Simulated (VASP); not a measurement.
# LiF (Griceite) (Fm-3m) in VASP: notebook

LiF (Griceite) is run at these levels: r2SCAN; tasks: single point.

Everything below comes from runs of VASP 6.6.1. Logs are shortened: lines on timing, memory, paths and dates and some standing lists are left out, and cuts for length are marked.

## Step 1: The cell of the first run

Symmetry: Fm-3m, No. 225, cubic system. The conventional cell has a = 3.989 Å, b = 3.989 Å, c = 3.989 Å, α = 90.00°, β = 90.00°, γ = 90.00°. Within 2.6 Å of Li (site symmetry m-3m) lie 6 F at 1.99 Å. F (site symmetry m-3m) has 6 Li at 1.99 Å within 2.6 Å.

## Step 2: Single point, r2SCAN

POSCAR

```
LiF
1.0
    0.0000000000      1.9946428200      1.9946428200
    1.9946428200      0.0000000000      1.9946428200
    1.9946428200      1.9946428200      0.0000000000
Li F
1 1
Direct
    0.0000000000      0.0000000000      0.0000000000
    0.5000000000      0.5000000000      0.5000000000
```

INCAR.step1

```
ALGO     = Normal         # electronic algorithm
EDIFF    = 1E-4           # SCF threshold, eV
ENCUT    = 520            # plane-wave cutoff, eV
GGA      = PE             # functional
ISMEAR   = -1             # smearing method
LASPH    = True           # aspherical terms in the spheres
LCHARG   = False          # write CHGCAR
LREAL    = False          # projectors in reciprocal space
LWAVE    = True           # write WAVECAR
NBANDS   = 12             # bands
NELM     = 80             # most SCF steps
PREC     = Accurate       # precision mode
SIGMA    = 0.02           # smearing width, eV
```

INCAR.step2

```
ALGO     = Normal         # electronic algorithm
EDIFF    = 1E-7           # SCF threshold, eV
ENCUT    = 520            # plane-wave cutoff, eV
ISIF     = 2              # what is computed and relaxed
ISMEAR   = -1             # smearing method
ISTART   = 1            
LASPH    = True           # aspherical terms in the spheres
LCHARG   = True           # write CHGCAR
LELF     = True           # ELF
LMIXTAU  = True         
LREAL    = False          # projectors in reciprocal space
LVHAR    = True         
LWAVE    = False          # write WAVECAR
METAGGA  = R2SCAN         # meta-GGA
NBANDS   = 12             # bands
NELM     = 80             # most SCF steps
PREC     = Accurate       # precision mode
SIGMA    = 0.02           # smearing width, eV
```

KPOINTS

```
k-points
0
Gamma
  12 12 12
```

Potentials or basis: VASP PAW PBE potentials, release 64 (Li_sv, F).

On the command line:

```bash
$ cat potpaw_PBE.64/Li_sv/POTCAR potpaw_PBE.64/F/POTCAR > POTCAR
$ cp INCAR.step1 INCAR
$ mpirun -np 1 vasp_std > vasp.out
$ cp INCAR.step2 INCAR
$ mpirun -np 1 vasp_std > vasp.out
```

OUTCAR:

```text
EDIFF = 1E-7
   ENCUT = 520
   ISIF = 2
   ISMEAR = -1
   ISTART = 1
   LASPH = True
   LREAL = False
   METAGGA = R2SCAN
   NELM = 80
   PREC = Accurate

 ion  position               nearest neighbor table
   1  0.000  0.000  0.000-   2 1.99   2 1.99   2 1.99   2 1.99   2 1.99   2 1.99
   2  0.500  0.500  0.500-   1 1.99   1 1.99   1 1.99   1 1.99   1 1.99   1 1.99

  LATTYP: Found a face centered cubic cell.
 ALAT       =     3.9892856400

  Lattice vectors:

 A1 = (   0.0000000000,   1.9946428200,   1.9946428200)
 A2 = (   1.9946428200,   0.0000000000,   1.9946428200)
 A3 = (   1.9946428200,   1.9946428200,   0.0000000000)

Analysis of symmetry for initial positions (statically):
=====================================================================
 Subroutine PRICEL returns:
 Original cell was already a primitive cell.

 Routine SETGRP: Setting up the symmetry group for a
 face centered cubic supercell.

 Subroutine GETGRP returns: Found 48 space group operations
 (whereof 48 operations were pure point group operations)
 out of a pool of 48 trial point group operations.

The static configuration has the point symmetry O_h .

Analysis of symmetry for dynamics (positions and initial velocities):
=====================================================================
 Subroutine PRICEL returns:
 Original cell was already a primitive cell.

 Routine SETGRP: Setting up the symmetry group for a
 face centered cubic supercell.

 Subroutine GETGRP returns: Found 48 space group operations
 (whereof 48 operations were pure point group operations)
 out of a pool of 48 trial point group operations.

The dynamic configuration has the point symmetry O_h .

 Subroutine INISYM returns: Found 48 space group operations
 (whereof 48 operations are pure point group operations),
 and found     1 'primitive' translations

----------------------------------------------------------------------------------------

                                     Primitive cell

  volume of cell :      15.8718

  direct lattice vectors                    reciprocal lattice vectors
     0.000000000  1.994642820  1.994642820    -0.250671446  0.250671446  0.250671446
     1.994642820  0.000000000  1.994642820     0.250671446 -0.250671446  0.250671446
     1.994642820  1.994642820  0.000000000     0.250671446  0.250671446 -0.250671446

  length of vectors
     2.820850928  2.820850928  2.820850928     0.434175681  0.434175681  0.434175681

  position of ions in fractional coordinates (direct lattice)
     0.000000000  0.000000000  0.000000000
     0.500000000  0.500000000  0.500000000

  ion indices of the primitive-cell ions
   primitive index   ion index
                 1           1
                 2           2

----------------------------------------------------------------------------------------

 KPOINTS: k-points

Automatic generation of k-mesh.
 Grid dimensions read from file:
 generate k-points for:   12   12   12

 Generating k-lattice:

  Cartesian coordinates                     Fractional coordinates (reciprocal lattice)
    -0.020889287  0.020889287  0.020889287     0.083333333  0.000000000  0.000000000
     0.020889287 -0.020889287  0.020889287     0.000000000  0.083333333  0.000000000
     0.020889287  0.020889287 -0.020889287     0.000000000  0.000000000  0.083333333

  Length of vectors
     0.036181307  0.036181307  0.036181307

  Shift w.r.t. Gamma in fractional coordinates (k-lattice)
     0.000000000  0.000000000  0.000000000

 Subroutine IBZKPT returns following result:
 ===========================================

 Found     72 irreducible k-points:

 Following reciprocal coordinates:
            Coordinates               Weight
  0.000000  0.000000  0.000000      1.000000
  0.083333  0.000000  0.000000      8.000000
  0.166667  0.000000  0.000000      8.000000
  0.250000  0.000000  0.000000      8.000000
  0.333333  0.000000  0.000000      8.000000
  0.416667  0.000000  0.000000      8.000000
[... 16 lines left out ...]
  0.500000  0.166667  0.000000     24.000000
 -0.416667  0.166667  0.000000     24.000000
 [... further k-points ...]
   k-points           NKPTS =     72   k-points in BZ     NKDIM =     72   number of bands    NBANDS=     12
   number of dos      NEDOS =    301   number of ions     NIONS =      2
   total plane-waves  NPLWV =  13824
   dimension x,y,z NGX =    24 NGY =   24 NGZ =   24
   dimension x,y,z NGXF=    48 NGYF=   48 NGZF=   48
   ions per type =               1   1
   NGX,Y,Z   is equivalent  to a cutoff of  14.14, 14.14, 14.14 a.u.
   NGXF,Y,Z  is equivalent  to a cutoff of  28.29, 28.29, 28.29 a.u.
 SYSTEM =  unknown system
   PREC   = accura    normal or accurate (medium, high low for compatibility)
   ISTART =      1    job   : 0-new  1-cont  2-samecut
   ICHARG =      0    charge: 1-file 2-atom 10-const
   ISPIN  =      1    spin polarized calculation?
   LNONCOLLINEAR =      F non collinear calculations
   LSORBIT =      F    spin-orbit coupling
   LASPH  =      T    aspherical Exc in radial PAW
   ENCUT  =  520.0 eV  38.22 Ry    6.18 a.u.   5.24  5.24  5.24*2*pi/ulx,y,z
   NELM   =     80;   NELMIN=  2; NELMDL=  0     # of ELM steps
   EDIFF  = 0.1E-06   stopping-criterion for ELM
   LREAL  =      F    real-space projection
   EDIFFG = 0.1E-05   stopping-criterion for IOM
   NSW    =      0    number of steps for IOM
   IBRION =     -1    ionic relax: 0-MD 1-quasi-New 2-CG
   NFREE  =      0    steps in history (QN), initial steepest desc. (CG)
   ISIF   =      2    stress and relaxation
   ISYM   =      2    0-nonsym 1-usesym 2-fastsym
   POTIM  = 0.5000    time-step for ionic-motion
   TEBEG  =    0.0;   TEEND  =   0.0 temperature during run
   PSTRESS=    0.0 pullay stress
   NELECT =      10.0000    total number of electrons
   NUPDOWN=      -1.0000    fix difference up-down
   EMIN   =  10.00;   EMAX   =-10.00  energy-range for DOS
   EFERMI =   0.00;   METHOD = LEGACY
   ISMEAR =    -1;   SIGMA  =   0.02  broadening in eV -4-tet -1-fermi 0-gaus
   EFERMI_NEDOS =   21; number of points for ismear=-14 and -15
   IALGO  =     38    algorithm
   IMIX   =      4    mixing-type and parameters
     AMIX     =   0.40;   BMIX     =  1.00
     AMIX_MAG =   1.60;   BMIX_MAG =  1.00
  volume/ion in A,a.u.               =       7.94        53.55
  Fermi-wavevector in a.u.,A,eV,Ry     =   1.403459  2.652153 26.799353  1.969697
  Thomas-Fermi vector in A             =   2.526119
   LORBIT       =      0    0 simple, 1 ext, 2 COOP (PROOUT), +10 PAW based schemes
   METAGGA = R2SCAN    functional components
   LHFCALC =     F    Hartree Fock is set to
   AEXX    =    0.0000 exact exchange contribution
   IVDW    =     0    specifies the selected vdW correction
   LEPSILON=     F    determine dielectric tensor
   LRPA    =     F    only Hartree local field effects (RPA)
 non-spin polarized calculation
  energy-cutoff  :      520.00
  volume of cell :       15.87
 maximum number of plane-waves:       444
 NGX is ok and might be reduce to    24
   NGX = 11   NGY = 11   NGZ = 11

 number of electron       9.9999997 magnetization

 Free energy of the ion-electron system (eV)
  ---------------------------------------------------
  ext. energy  EPLUGINS =         0.00000000
  ---------------------------------------------------
  free energy    TOTEN  =       -11.90310989 eV

  energy without entropy =      -11.90310989  energy(sigma->0) =      -11.90310989

 E-fermi :  -0.8144     XC(G=0): -10.6993

 val. band max:       -1.4623085465   @ k =   0.0000   0.0000   0.0000
 cond. band min:       9.0939416450   @ k =   0.0000   0.0000   0.0000
 fundamental gap:     10.5562501915
 Fermi energy:        -0.8144422329

 k-point     1 :       0.0000    0.0000    0.0000
  band No.  band energies     occupation
      1     -43.4723      2.00000
      2     -22.6382      2.00000
      3      -1.4623      2.00000
      4      -1.4623      2.00000
      5      -1.4623      2.00000
      6       9.0939      0.00000
      7      24.3113      0.00000
      8      24.3113      0.00000
      9      24.3114      0.00000
     10      25.0348      0.00000
     11      25.0348      0.00000
     12      25.0359      0.00000

 k-point     2 :       0.0833    0.0000    0.0000
  band No.  band energies     occupation
      1     -43.4681      2.00000
      2     -22.6114      2.00000
      3      -1.6659      2.00000
      4      -1.4801      2.00000
      5      -1.4801      2.00000
      6       9.2914      0.00000
      7      21.9796      0.00000
      8      23.5126      0.00000
      9      23.5131      0.00000
     10      25.5739      0.00000
     11      25.5742      0.00000
     12      26.0146      0.00000

 k-point     3 :       0.1667    0.0000    0.0000
  band No.  band energies     occupation
      1     -43.4563      2.00000
      2     -22.5357      2.00000
      3      -2.1910      2.00000
      4      -1.5282      2.00000
      5      -1.5282      2.00000
      6       9.7763      0.00000
      7      19.6523      0.00000
      8      22.2257      0.00000
      9      22.2264      0.00000
     10      26.5127      0.00000
     11      26.5128      0.00000
     12      26.7959      0.00000
[... 286 lines left out ...]
 k-point    23 :       0.5000    0.1667    0.0000
  band No.  band energies     occupation
      1     -43.4039      2.00000
      2     -22.1364      2.00000
      3      -3.9007      2.00000
      4      -2.3166      2.00000
      5      -1.9259      2.00000
      6      11.7144      0.00000
      7      16.2431      0.00000
      8      19.5167      0.00000
      9      19.6528      0.00000
     10      26.9255      0.00000
     11      32.6825      0.00000
     12      32.7621      0.00000

 k-point    24 :      -0.4167    0.1667    0.0000
  band No.  band energies     occupation
      1     -43.4027      2.00000
      2     -22.1303      2.00000
      3      -3.9027      2.00000
      4      -2.4303      2.00000
      5      -1.8419      2.00000
      6      11.6734      0.00000
      7      16.1217      0.00000
      8      19.5206      0.00000
      9      19.6359      0.00000
     10      28.4722      0.00000
     11      31.5668      0.00000
     12      31.5921      0.00000

 [... further k-points ...]
[... 5 lines left out ...]
  --------------------------------------------------------------------------------------
  -------------------------------------------------------------------------------------
  Total       -0.0726382     -0.0726382     -0.0726382      0.0000000      0.0000000      0.0000000
  in kB       -7.3324694     -7.3324694     -7.3324694      0.0000000      0.0000000      0.0000000
  external PRESSURE =      -7.3324694 kB  Pullay stress =       0.0000000 kB

 VOLUME and BASIS-vectors are now :
 -----------------------------------------------------------------------------
  energy-cutoff  :      520.00
  volume of cell :       15.87
      direct lattice vectors                 reciprocal lattice vectors
     0.000000000  1.994642820  1.994642820    -0.250671446  0.250671446  0.250671446
     1.994642820  0.000000000  1.994642820     0.250671446 -0.250671446  0.250671446
     1.994642820  1.994642820  0.000000000     0.250671446  0.250671446 -0.250671446

 POSITION                                       TOTAL-FORCE (eV/Angst)
 -----------------------------------------------------------------------------------
      0.00000      0.00000      0.00000         0.000000     -0.000000      0.000000
      1.99464      1.99464      1.99464        -0.000000      0.000000      0.000000
 -----------------------------------------------------------------------------------
    total drift:                               -0.000000     -0.000000      0.000000

  FREE ENERGIE OF THE ION-ELECTRON SYSTEM (eV)
  ---------------------------------------------------
  free  energy   TOTEN  =       -11.9031098949 eV

  energy  without entropy=      -11.9031098949  energy(sigma->0) =      -11.90310989
```

Run time: 26 s. Hardware: 1 thread of Intel Xeon 6975P-C (Granite Rapids), shared host; peak memory 0.14 GiB.

What came out:

```
Free energy            : -11.9031 eV
Band gap on the k mesh : 10.56 eV, direct
```

Caveat: the cutoff is under 1.25 times the usual one of these potentials, so pressure, stress and relaxed cells hold a basis-set (Pulay) error; the PAW data sets were made with another functional, which shifts forces and pressure a little.

## Step 3: Single point, r2SCAN

This run uses another cell than the first one, of 8.09 Å³/atom, 1.020 times its volume.

POSCAR

```
LiF
1.0
    0.0000000000      2.0078527600      2.0078527600
    2.0078527600      0.0000000000      2.0078527600
    2.0078527600      2.0078527600      0.0000000000
Li F
1 1
Direct
    0.0000000000      0.0000000000      0.0000000000
    0.5000000000      0.5000000000      0.5000000000
```

INCAR.step1

```
SYSTEM = LiF
PREC = Accurate
ENCUT = 520
ISMEAR = -1
SIGMA = 0.02
LREAL = .False.
LASPH = .True.
NELM = 60
NBANDS = 12
GGA = PE
ALGO = Normal
EDIFF = 1E-4
LWAVE = .True.
LCHARG = .False.
```

INCAR.step2

```
SYSTEM = LiF
PREC = Accurate
ENCUT = 520
EDIFF = 1E-7
ISMEAR = -1
SIGMA = 0.02
LREAL = .False.
LASPH = .True.
NELM = 60
ALGO = Normal
ISIF = 2
LWAVE = .False.
LCHARG = .False.
METAGGA = R2SCAN
LMIXTAU = .True.
NBANDS = 12
ISTART = 1
```

KPOINTS

```
Automatic mesh
0
Gamma
  12 12 12
  0 0 0
```

Potentials or basis: VASP PAW PBE potentials, release 64 (Li_sv, F).

On the command line:

```bash
$ cat potpaw_PBE.64/Li_sv/POTCAR potpaw_PBE.64/F/POTCAR > POTCAR
$ cp INCAR.step1 INCAR
$ mpirun -np 1 vasp_std > vasp.out
$ cp INCAR.step2 INCAR
$ mpirun -np 1 vasp_std > vasp.out
```

OUTCAR:

```text
SYSTEM = LiF
   PREC = Accurate
   ENCUT = 520
   EDIFF = 1E-7
   ISMEAR = -1
   LREAL = .False.
   LASPH = .True.
   NELM = 60
   ISIF = 2
   METAGGA = R2SCAN
   ISTART = 1

 ion  position               nearest neighbor table
   1  0.000  0.000  0.000-   2 2.01   2 2.01   2 2.01   2 2.01   2 2.01   2 2.01
   2  0.500  0.500  0.500-   1 2.01   1 2.01   1 2.01   1 2.01   1 2.01   1 2.01

  LATTYP: Found a face centered cubic cell.
 ALAT       =     4.0157055200

  Lattice vectors:

 A1 = (   0.0000000000,   2.0078527600,   2.0078527600)
 A2 = (   2.0078527600,   0.0000000000,   2.0078527600)
 A3 = (   2.0078527600,   2.0078527600,   0.0000000000)

Analysis of symmetry for initial positions (statically):
=====================================================================
 Subroutine PRICEL returns:
 Original cell was already a primitive cell.

 Routine SETGRP: Setting up the symmetry group for a
 face centered cubic supercell.

 Subroutine GETGRP returns: Found 48 space group operations
 (whereof 48 operations were pure point group operations)
 out of a pool of 48 trial point group operations.

The static configuration has the point symmetry O_h .

[... 166 lines left out ...]

 k-point     1 :       0.0000    0.0000    0.0000
  band No.  band energies     occupation
      1     -43.6359      2.00000
      2     -22.7034      2.00000
      3      -1.5828      2.00000
      4      -1.5828      2.00000
      5      -1.5828      2.00000
      6       8.7843      0.00000
      7      23.9908      0.00000
      8      23.9908      0.00000
      9      23.9908      0.00000
     10      24.6310      0.00000
     11      24.6310      0.00000
     12      24.6317      0.00000
[... 331 lines left out ...]
 k-point    24 :      -0.4167    0.1667    0.0000
  band No.  band energies     occupation
      1     -43.5721      2.00000
      2     -22.2140      2.00000
      3      -3.9629      2.00000
      4      -2.5225      2.00000
      5      -1.9511      2.00000
      6      11.4200      0.00000
      7      15.8019      0.00000
      8      19.2141      0.00000
      9      19.2807      0.00000
     10      28.0308      0.00000
     11      31.1110      0.00000
     12      31.1192      0.00000

 [... further k-points ...]
[... 5 lines left out ...]
  --------------------------------------------------------------------------------------
  -------------------------------------------------------------------------------------
  Total       -0.2398508     -0.2398508     -0.2398508      0.0000000      0.0000000     -0.0000000
  in kB      -23.7370179    -23.7370179    -23.7370179      0.0000000      0.0000000     -0.0000000
  external PRESSURE =     -23.7370179 kB  Pullay stress =       0.0000000 kB

 VOLUME and BASIS-vectors are now :
 -----------------------------------------------------------------------------
  energy-cutoff  :      520.00
  volume of cell :       16.19
      direct lattice vectors                 reciprocal lattice vectors
     0.000000000  2.007852760  2.007852760    -0.249022244  0.249022244  0.249022244
     2.007852760  0.000000000  2.007852760     0.249022244 -0.249022244  0.249022244
     2.007852760  2.007852760  0.000000000     0.249022244  0.249022244 -0.249022244

 POSITION                                       TOTAL-FORCE (eV/Angst)
 -----------------------------------------------------------------------------------
      0.00000      0.00000      0.00000         0.000000     -0.000000     -0.000000
      2.00785      2.00785      2.00785        -0.000000      0.000000      0.000000
 -----------------------------------------------------------------------------------
    total drift:                               -0.000000     -0.000000      0.000000

  FREE ENERGIE OF THE ION-ELECTRON SYSTEM (eV)
  ---------------------------------------------------
  free  energy   TOTEN  =       -11.9011666051 eV

  energy  without entropy=      -11.9011666051  energy(sigma->0) =      -11.90116661
```

OSZICAR.step1:

```text
N       E                     dE             d eps       ncg     rms          rms(c)
DAV:   1     0.330248363668E+02    0.33025E+02   -0.55105E+03  1756   0.849E+02
DAV:   2    -0.902124334257E+01   -0.42046E+02   -0.41004E+02  2084   0.192E+02
DAV:   3    -0.101348428175E+02   -0.11136E+01   -0.11103E+01  2308   0.274E+01
DAV:   4    -0.101456591489E+02   -0.10816E-01   -0.10816E-01  1952   0.288E+00
DAV:   5    -0.101457865168E+02   -0.12737E-03   -0.12737E-03  2252   0.234E-01    0.454E+00
DAV:   6    -0.962407537832E+01    0.52171E+00   -0.24835E+00  1948   0.980E+00    0.138E+00
DAV:   7    -0.962839636485E+01   -0.43210E-02   -0.18361E-02  2292   0.120E+00    0.858E-01
DAV:   8    -0.963516068031E+01   -0.67643E-02   -0.14926E-02  2132   0.127E+00    0.110E-01
DAV:   9    -0.963518268291E+01   -0.22003E-04   -0.92157E-04  2032   0.274E-01
   1 F= -.96351827E+01 E0= -.96351827E+01  d E =-.103328E-12
```

Run time: 26 s. Hardware: 1 thread of Intel Xeon 6975P-C (Granite Rapids), shared host; peak memory 0.14 GiB.

What came out:

* Free energy: -11.9012 eV
* Band gap on the k mesh: 10.37 eV, direct

Levels at points of the mesh, in eV from the valence-band top:
```tsv
k point	band 3	band 4	band 5	band 6	band 7	band 8
(0.00, 0.00, 0.00)	0.00	0.00	0.00	10.37	25.57	25.57
(0.50, 0.00, 0.00)	-2.52	-0.25	-0.25	11.88	18.25	20.52
(0.50, 0.50, 0.00)	-3.04	-1.02	-1.02	16.15	17.49	19.24
```

Caveat: the cutoff is under 1.25 times the usual one of these potentials, so pressure, stress and relaxed cells hold a basis-set (Pulay) error; the PAW data sets were made with another functional, which shifts forces and pressure a little. A k mesh can miss the band edges.
